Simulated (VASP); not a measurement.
# Ti (I4/mmm) in VASP: notebook

The runs below take Ti through single point, with r2SCAN.

Everything below comes from runs of VASP 6.6.1. Logs are shortened: lines on timing, memory, paths and dates and some standing lists are left out, and cuts for length are marked.

### 1 The cell of the first run

The structure is tetragonal, space group I4/mmm (No. 139). Conventional cell: a = 2.986 Å, b = 2.986 Å, c = 4.060 Å, α = 90.00°, β = 90.00°, γ = 90.00°. Within 3.9 Å of Ti (site symmetry 4/mmm) lie 12 Ti at 2.93 to 2.99 Å.

### 2 Single point, r2SCAN (strain +0.040 along x and y, +0.000 along z)

POSCAR

```
Ti
1.0
    0.0000000000      2.1112000000      2.0300000000
    2.1112000000      0.0000000000      2.0300000000
    2.1112000000      2.1112000000      0.0000000000
Ti
1
Direct
    0.0000000000      0.0000000000      0.0000000000
```

INCAR.step1

```
PREC = Accurate
ENCUT = 520
ISMEAR = 0
SIGMA = 0.15
LREAL = F
LASPH = T
NELM = 100
NBANDS = 12
GGA = PE
ALGO = Normal
EDIFF = 1E-4
LWAVE = T
LCHARG = F
```

INCAR.step2

```
PREC = Accurate
ENCUT = 520
EDIFF = 1E-7
ISMEAR = 0
SIGMA = 0.15
LREAL = F
LASPH = T
NELM = 100
ALGO = Normal
ISIF = 2
LWAVE = F
LCHARG = F
METAGGA = R2SCAN
LMIXTAU = T
NBANDS = 12
ISTART = 1
```

KPOINTS

```
Automatic mesh
0
Gamma
  20 20 20
```

Potentials or basis: VASP PAW PBE potentials, release 64 (Ti_sv).

Launch:

```console
$ cat potpaw_PBE.64/Ti_sv/POTCAR > POTCAR
$ cp INCAR.step1 INCAR
$ mpirun -np 1 vasp_std > vasp.out
$ cp INCAR.step2 INCAR
$ mpirun -np 1 vasp_std > vasp.out
```

OUTCAR:

```text
PREC = Accurate
   ENCUT = 520
   EDIFF = 1E-7
   ISMEAR = 0
   LREAL = F
   LASPH = T
   NELM = 100
   ISIF = 2
   METAGGA = R2SCAN
   ISTART = 1

 ion  position               nearest neighbor table
   1  0.000  0.000  0.000-

  LATTYP: Found a body centered tetragonal cell.
 ALAT       =     2.9856876729
 C/A-ratio  =     1.3598207331

  Lattice vectors:

 A1 = (   0.0000000000,  -2.1112000000,  -2.0300000000)
 A2 = (   0.0000000000,   2.1112000000,  -2.0300000000)
 A3 = (   2.1112000000,   0.0000000000,   2.0300000000)

Analysis of symmetry for initial positions (statically):
=====================================================================
 Subroutine PRICEL returns:
 Original cell was already a primitive cell.

 Routine SETGRP: Setting up the symmetry group for a
 body centered tetragonal supercell.

 Subroutine GETGRP returns: Found 16 space group operations
 (whereof 16 operations were pure point group operations)
 out of a pool of 16 trial point group operations.

The static configuration has the point symmetry D_4h.

Analysis of symmetry for dynamics (positions and initial velocities):
=====================================================================
 Subroutine PRICEL returns:
 Original cell was already a primitive cell.

 Routine SETGRP: Setting up the symmetry group for a
 body centered tetragonal supercell.

 Subroutine GETGRP returns: Found 16 space group operations
 (whereof 16 operations were pure point group operations)
 out of a pool of 16 trial point group operations.

The dynamic configuration has the point symmetry D_4h.

 Subroutine INISYM returns: Found 16 space group operations
 (whereof 16 operations are pure point group operations),
 and found     1 'primitive' translations

----------------------------------------------------------------------------------------

                                     Primitive cell

  volume of cell :      18.0961

  direct lattice vectors                    reciprocal lattice vectors
     0.000000000  2.111200000  2.030000000    -0.236832133  0.236832133  0.246305419
     2.111200000  0.000000000  2.030000000     0.236832133 -0.236832133  0.246305419
     2.111200000  2.111200000  0.000000000     0.236832133  0.236832133 -0.246305419

  length of vectors
     2.928833461  2.928833461  2.985687673     0.415746651  0.415746651  0.415746651

  position of ions in fractional coordinates (direct lattice)
     0.000000000  0.000000000  0.000000000

  ion indices of the primitive-cell ions
[... 77 lines left out ...]
   NSW    =      0    number of steps for IOM
   IBRION =     -1    ionic relax: 0-MD 1-quasi-New 2-CG
   NFREE  =      0    steps in history (QN), initial steepest desc. (CG)
   ISIF   =      2    stress and relaxation
   ISYM   =      2    0-nonsym 1-usesym 2-fastsym
   POTIM  = 0.5000    time-step for ionic-motion
   TEBEG  =    0.0;   TEEND  =   0.0 temperature during run
   PSTRESS=    0.0 pullay stress
   NELECT =      12.0000    total number of electrons
   NUPDOWN=      -1.0000    fix difference up-down
   EMIN   =  10.00;   EMAX   =-10.00  energy-range for DOS
   EFERMI =   0.00;   METHOD = LEGACY
   ISMEAR =     0;   SIGMA  =   0.15  broadening in eV -4-tet -1-fermi 0-gaus
   EFERMI_NEDOS =   21; number of points for ismear=-14 and -15
   IALGO  =     38    algorithm
   IMIX   =      4    mixing-type and parameters
     AMIX     =   0.40;   BMIX     =  1.00
     AMIX_MAG =   1.60;   BMIX_MAG =  1.00
  volume/ion in A,a.u.               =      18.10       122.12
  Fermi-wavevector in a.u.,A,eV,Ry     =   1.427601  2.697776 27.729298  2.038046
  Thomas-Fermi vector in A             =   2.547753
   LORBIT       =      0    0 simple, 1 ext, 2 COOP (PROOUT), +10 PAW based schemes
   METAGGA = R2SCAN    functional components
   LHFCALC =     F    Hartree Fock is set to
   AEXX    =    0.0000 exact exchange contribution
   IVDW    =     0    specifies the selected vdW correction
   LEPSILON=     F    determine dielectric tensor
   LRPA    =     F    only Hartree local field effects (RPA)
 non-spin polarized calculation
 Gauss-broadening in eV      SIGMA  =   0.15
  energy-cutoff  :      520.00
  volume of cell :       18.10
 maximum number of plane-waves:       515
 NGX is ok and might be reduce to    24
   NGX = 11   NGY = 11   NGZ = 11

 number of electron      11.9999997 magnetization

 Free energy of the ion-electron system (eV)
  ---------------------------------------------------
  ext. energy  EPLUGINS =         0.00000000
  ---------------------------------------------------
  free energy    TOTEN  =       -12.87856576 eV

  energy without entropy =      -12.85990050  energy(sigma->0) =      -12.86923313

 E-fermi :   7.7923     XC(G=0): -12.2038

 val. band max:        7.7899562165   @ k =   0.5000   0.1000   0.0500
 cond. band min:       7.7930409040   @ k =  -0.3500   0.1000   0.3500
 fundamental gap:      0.0030846875
 Fermi energy:         7.7922620113

 k-point     1 :       0.0000    0.0000    0.0000
  band No.  band energies     occupation
      1     -51.3343      2.00000
      2     -26.1812      2.00000
      3     -26.1811      2.00000
      4     -26.1789      2.00000
      5       1.4239      2.00000
      6       8.6781      0.00000
      7       8.6781      0.00000
      8       8.9591      0.00000
      9      10.3085      0.00000
     10      10.6285      0.00000
     11      23.3864      0.00000
     12      27.7258      0.00000
[... 331 lines left out ...]
 k-point    24 :      -0.3500    0.0500    0.0000
  band No.  band energies     occupation
      1     -51.2428      2.00000
      2     -26.6848      2.00000
      3     -26.2557      2.00000
      4     -26.2490      2.00000
      5       4.6474      2.00000
      6       7.7263      1.46608
      7       8.7330      0.00000
      8       8.9496      0.00000
      9      10.9415      0.00000
     10      11.2416      0.00000
     11      17.7726      0.00000
     12      23.1974      0.00000

 [... further k-points ...]
[... 5 lines left out ...]
  --------------------------------------------------------------------------------------
  -------------------------------------------------------------------------------------
  Total       -0.4954706     -0.4954706     -0.3445769      0.0000000      0.0000000      0.0000000
  in kB      -43.8675779    -43.8675779    -30.5078708      0.0000000      0.0000000      0.0000000
  external PRESSURE =     -39.4143422 kB  Pullay stress =       0.0000000 kB

 VOLUME and BASIS-vectors are now :
 -----------------------------------------------------------------------------
  energy-cutoff  :      520.00
  volume of cell :       18.10
      direct lattice vectors                 reciprocal lattice vectors
     0.000000000  2.111200000  2.030000000    -0.236832133  0.236832133  0.246305419
     2.111200000  0.000000000  2.030000000     0.236832133 -0.236832133  0.246305419
     2.111200000  2.111200000  0.000000000     0.236832133  0.236832133 -0.246305419

 POSITION                                       TOTAL-FORCE (eV/Angst)
 -----------------------------------------------------------------------------------
      0.00000      0.00000      0.00000         0.000000     -0.000000      0.000000
 -----------------------------------------------------------------------------------
    total drift:                                0.000000      0.000000      0.000000

  FREE ENERGIE OF THE ION-ELECTRON SYSTEM (eV)
  ---------------------------------------------------
  free  energy   TOTEN  =       -12.8785657593 eV

  energy  without entropy=      -12.8599005015  energy(sigma->0) =      -12.86923313
```

OUTCAR.step1:

```text
PREC = Accurate
   ENCUT = 520
   ISMEAR = 0
   LREAL = F
   LASPH = T
[... 577 lines left out ...]

 POSITION                                       TOTAL-FORCE (eV/Angst)
 -----------------------------------------------------------------------------------
      0.00000      0.00000      0.00000         0.000000     -0.000000      0.000000
 -----------------------------------------------------------------------------------
    total drift:                                0.000000      0.000000      0.000000

  FREE ENERGIE OF THE ION-ELECTRON SYSTEM (eV)
  ---------------------------------------------------
  free  energy   TOTEN  =        -7.7759169091 eV

  energy  without entropy=       -7.7548810155  energy(sigma->0) =       -7.76539896
```

Run time: 7.9 min. Hardware: 1 thread of Intel Xeon Platinum 8375C at 2.90GHz (Ice Lake), shared host; peak memory 0.26 GiB.

Results:

- Free energy: -12.8786 eV
- Pressure: -3.9 GPa
- Band gap on the k mesh: zero (bands 6 and 7 overlap by 1.40 eV)

Caveat: the cell differs from its parent crystal (strain +0.040 along x and y, +0.000 along z); the cell stands under tension; the PAW data sets were made with another functional, which shifts forces and pressure a little.

### 3 Single point, r2SCAN (strain +0.080 along x and y, +0.040 along z)

POSCAR

```
Ti
1.0
    0.0000000000      2.1924000000      2.1112000000
    2.1924000000      0.0000000000      2.1112000000
    2.1924000000      2.1924000000      0.0000000000
Ti
1
Direct
    0.0000000000      0.0000000000      0.0000000000
```

INCAR.step1

```
SYSTEM = Ti
PREC = Accurate ; ENCUT = 520
ISMEAR = 0 ; SIGMA = 0.15
LREAL = .FALSE. ; LASPH = .TRUE.
NELM = 80 ; NBANDS = 12
GGA = PE ; ALGO = Normal
EDIFF = 1E-4 ; LWAVE = .TRUE.
LCHARG = .FALSE.
```

INCAR.step2

```
SYSTEM = Ti
PREC = Accurate ; ENCUT = 520
EDIFF = 1E-7 ; ISMEAR = 0
SIGMA = 0.15 ; LREAL = .FALSE.
LASPH = .TRUE. ; NELM = 80
ALGO = Normal ; ISIF = 2
LWAVE = .FALSE. ; LCHARG = .TRUE.
METAGGA = R2SCAN ; LMIXTAU = .TRUE.
LELF = .TRUE. ; LVHAR = .TRUE.
NBANDS = 12 ; ISTART = 1
```

KPOINTS

```
Automatic mesh
0
G
  20 20 20
  0 0 0
```

Potentials or basis: VASP PAW PBE potentials, release 64 (Ti_sv).

Launch:

```console
$ cat potpaw_PBE.64/Ti_sv/POTCAR > POTCAR
$ cp INCAR.step1 INCAR
$ mpirun -np 1 vasp_std > vasp.out
$ cp INCAR.step2 INCAR
$ mpirun -np 1 vasp_std > vasp.out
```

OUTCAR:

```text
SYSTEM = Ti
   PREC = Accurate
   ENCUT = 520
   EDIFF = 1E-7
   ISMEAR = 0
   LREAL = .FALSE.
   LASPH = .TRUE.
   NELM = 80
   ISIF = 2
   METAGGA = R2SCAN
   ISTART = 1

 ion  position               nearest neighbor table
   1  0.000  0.000  0.000-

  LATTYP: Found a body centered tetragonal cell.
 ALAT       =     3.1005218141
 C/A-ratio  =     1.3618352823

  Lattice vectors:

 A1 = (   0.0000000000,  -2.1924000000,  -2.1112000000)
 A2 = (   0.0000000000,   2.1924000000,  -2.1112000000)
 A3 = (   2.1924000000,   0.0000000000,   2.1112000000)

Analysis of symmetry for initial positions (statically):
=====================================================================
 Subroutine PRICEL returns:
 Original cell was already a primitive cell.

 Routine SETGRP: Setting up the symmetry group for a
 body centered tetragonal supercell.

 Subroutine GETGRP returns: Found 16 space group operations
 (whereof 16 operations were pure point group operations)
 out of a pool of 16 trial point group operations.

The static configuration has the point symmetry D_4h.

Analysis of symmetry for dynamics (positions and initial velocities):
=====================================================================
[... 162 lines left out ...]

 k-point     1 :       0.0000    0.0000    0.0000
  band No.  band energies     occupation
      1     -52.7134      2.00000
      2     -27.6531      2.00000
      3     -27.6530      2.00000
      4     -27.6501      2.00000
      5       0.5829      2.00000
      6       7.4550      0.00000
      7       7.4550      0.00000
      8       7.6924      0.00000
      9       8.8721      0.00000
     10       9.1366      0.00000
     11      21.6369      0.00000
     12      25.4789      0.00000
[... 331 lines left out ...]
 k-point    24 :      -0.3500    0.0500    0.0000
  band No.  band energies     occupation
      1     -52.6570      2.00000
      2     -27.9941      2.00000
      3     -27.7051      2.00000
      4     -27.6996      2.00000
      5       3.6521      2.00000
      6       6.5476      1.69083
      7       7.5273      0.00000
      8       7.7037      0.00000
      9       9.3970      0.00000
     10       9.6497      0.00000
     11      15.4721      0.00000
     12      21.3509      0.00000

 [... further k-points ...]
[... 5 lines left out ...]
  --------------------------------------------------------------------------------------
  -------------------------------------------------------------------------------------
  Total       -1.7119242     -1.7119242     -1.5494524      0.0000000     -0.0000000      0.0000000
  in kB     -135.1438060   -135.1438060   -122.3178535      0.0000000     -0.0000000      0.0000000
  external PRESSURE =    -130.8684885 kB  Pullay stress =       0.0000000 kB

 VOLUME and BASIS-vectors are now :
 -----------------------------------------------------------------------------
  energy-cutoff  :      520.00
  volume of cell :       20.30
      direct lattice vectors                 reciprocal lattice vectors
     0.000000000  2.192400000  2.111200000    -0.228060573  0.228060573  0.236832133
     2.192400000  0.000000000  2.111200000     0.228060573 -0.228060573  0.236832133
     2.192400000  2.192400000  0.000000000     0.228060573  0.228060573 -0.236832133

 POSITION                                       TOTAL-FORCE (eV/Angst)
 -----------------------------------------------------------------------------------
      0.00000      0.00000      0.00000         0.000000     -0.000000      0.000000
 -----------------------------------------------------------------------------------
    total drift:                               -0.000000      0.000000      0.000000

  FREE ENERGIE OF THE ION-ELECTRON SYSTEM (eV)
  ---------------------------------------------------
  free  energy   TOTEN  =       -12.7571872865 eV

  energy  without entropy=      -12.7368352507  energy(sigma->0) =      -12.74701127
```

Wall time 5.6 min (1 thread of Intel Xeon Platinum 8375C at 2.90GHz (Ice Lake), shared host); peak memory 0.26 GiB.

What came out:

```yaml
Free_energy: -12.7572 eV
Pressure: -13.1 GPa
Band_gap_on_the_k_mesh: zero (bands 6 and 7 overlap by 1.25 eV)
```

Stress tensor (GPa, compression positive):
```
-13.51   0.00   0.00
  0.00 -13.51   0.00
  0.00   0.00 -12.23
```

Caveat: the cell differs from its parent crystal (strain +0.080 along x and y, +0.040 along z); the cell stands under tension; the PAW data sets were made with another functional, which shifts forces and pressure a little.
